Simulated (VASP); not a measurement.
Input of a VASP 6.6.1 run:

INCAR

```
SYSTEM = As
  PREC = Accurate
  ENCUT = 500
  EDIFF = 1E-6
  ISMEAR = 0
  SIGMA = 0.1
  LREAL = .False.
  LASPH = .True.
  NELM = 120
  ALGO = Normal
  ISIF = 2
  LWAVE = .False.
  LCHARG = .False.
  GGA = PE
  NBANDS = 12
  GGA_COMPAT = .False.
```

File KPOINTS:

```
regular mesh
0
Gamma
  6 6 6
  0 0 0
```

Contents of POSCAR:

```
As
1.0
    0.0000000000      2.9895508776      3.5319412167
    2.3689725127      0.0000000000      3.5319412167
    2.3689725127      2.9895508776      0.0000000000
As
2
Direct
    0.0000000000      0.0000000000      0.0000000000
    0.2500000000      0.2500000000      0.2500000000
```

Potentials or basis: VASP PAW PBE potentials, release 64 (As).

Run with:

```sh
$ cat potpaw_PBE.64/As/POTCAR > POTCAR
$ mpirun -np 1 vasp_std > vasp.out
```

Task: What does it give for the pressure?

Result: 0.3 GPa.

Task: Predict the band gap on the k mesh.

Result: Zero (bands 5 and 6 overlap by 3.66 eV).

Stress tensor (GPa, compression positive):
```
0.03 0.00 0.00
0.00 0.43 0.00
0.00 0.00 0.35
```
